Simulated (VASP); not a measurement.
A run of VASP 6.6.1 is set up as follows.

Contents of INCAR:

```
ALGO     = Normal         # electronic algorithm
EDIFF    = 1E-6           # SCF threshold, eV
EDIFFG   = -0.01          # ionic threshold
ENCUT    = 600            # plane-wave cutoff, eV
GGA      = PE             # functional
IBRION   = 2              # ionic algorithm
ISIF     = 3              # what is computed and relaxed
ISMEAR   = 0              # smearing method
LASPH    = T              # aspherical terms in the spheres
LCHARG   = F              # write CHGCAR
LREAL    = F              # projectors in reciprocal space
LWAVE    = F              # write WAVECAR
NELM     = 100            # most SCF steps
NSW      = 100            # ionic steps
PREC     = Accurate       # precision mode
SIGMA    = 0.1            # smearing width, eV
```

KPOINTS

```
k-points
0
Gamma
  12 12 14
```

File POSCAR:

```
ZrSi2
1.0
    4.0216367914      0.0000000000      0.0000000000
   -2.0108183957      3.4828396262      0.0000000000
    0.0000000000      0.0000000000      3.5861885478
Zr Si
1 2
Direct
    0.0000000000      0.0000000000      0.0000000000
    0.3333333333      0.6666666667      0.5000000000
    0.6666666667      0.3333333333      0.5000000000
```

Potentials or basis: VASP PAW PBE potentials, release 64 (Zr_sv, Si).

The run is started by

```sh
$ cat potpaw_PBE.64/Zr_sv/POTCAR potpaw_PBE.64/Si/POTCAR > POTCAR
$ mpirun -np 1 vasp_std > vasp.out
```

Task: Predict the band gap on the k mesh.

Result: Zero (bands 10 and 11 overlap by 2.00 eV).

Task: What does it give for the relaxed cell?

Result: a = 4.034 Å, b = 4.034 Å, c = 3.566 Å, α = 90.00°, β = 90.00°, γ = 120.00°.

Final structure:
```yaml
crystal:
  lattice:
    - [4.03409, 0.00000, 0.00000]
    - [-2.01704, 3.49362, 0.00000]
    - [0.00000, 0.00000, 3.56612]
  atoms:
    - { symbol: Zr, position: [0.00000, 0.00000, 0.00000] }
    - { symbol: Si, position: [0.33333, 0.66667, 0.50000] }
    - { symbol: Si, position: [0.66667, 0.33333, 0.50000] }
```
